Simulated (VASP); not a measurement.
Set up this calculation in VASP 6.6.1, as the native input.

| Quantity | Value |
| --- | --- |
| Task | single point |
| Functional | PBE |
| Potentials or basis | VASP PAW PBE potentials, release 64 (Sr_sv, Er_3), 4f in core |
| Cutoff | 500 eV |
| k mesh | 4 × 4 × 4 |
| Occupations | gaussian, width 0.1 eV |
| Spin | no spin polarisation |
| Dipole correction | no |
| Mended | yes |
| Further INCAR settings | ALGO = Normal; EDIFF = 1e-06; NBANDS = 32 |

The structure of Sr4Er lies in POSCAR:

```
Sr4Er
1.0
    5.4215286100      0.0000000000      0.0000000000
    0.0000000000      5.4215286100      0.0000000000
    0.0000000000      0.0000000000      5.4215286100
Sr Er
4 1
Direct
    0.2500000000      0.2500000000      0.2500000000
    0.7500000000      0.7500000000      0.2500000000
    0.2500000000      0.7500000000      0.7500000000
    0.7500000000      0.2500000000      0.7500000000
    0.0000000000      0.0000000000      0.0000000000
```

The cell was built from a structure type or drawn by symmetry, and may not be a known phase.

One way to write it, as run:

INCAR

```
PREC = Accurate ; ENCUT = 500
EDIFF = 1E-6 ; ISMEAR = 0
SIGMA = 0.1 ; LREAL = False
LASPH = True ; NELM = 200
ALGO = Normal ; ISIF = 2
LWAVE = False ; LCHARG = False
GGA = PE ; NBANDS = 32
GGA_COMPAT = False ; LMAXMIX = 6
```

KPOINTS

```
regular mesh
0
Gamma
  4 4 4
```

Potentials or basis: VASP PAW PBE potentials, release 64 (Sr_sv, Er_3), 4f in core.

The run is started by

```console
$ cat potpaw_PBE.64/Sr_sv/POTCAR potpaw_PBE.64/Er_3/POTCAR > POTCAR
$ mpirun -np 1 vasp_std > vasp.out
```

It gave:

```
Pressure               : 17.6 GPa
Band gap on the k mesh : zero (an odd number of electrons rules out a gap without spin polarisation)
```

Caveat: the cell stands under pressure; spin-orbit coupling is left out, which moves the levels of the heavy elements; the 4f electrons are frozen in the core, so they carry no moment and show no levels.

Run time: 58 s on 1 thread of Intel(R) Xeon(R) 6975P-C (Granite Rapids), on a shared host, peak memory 0.24 GiB.
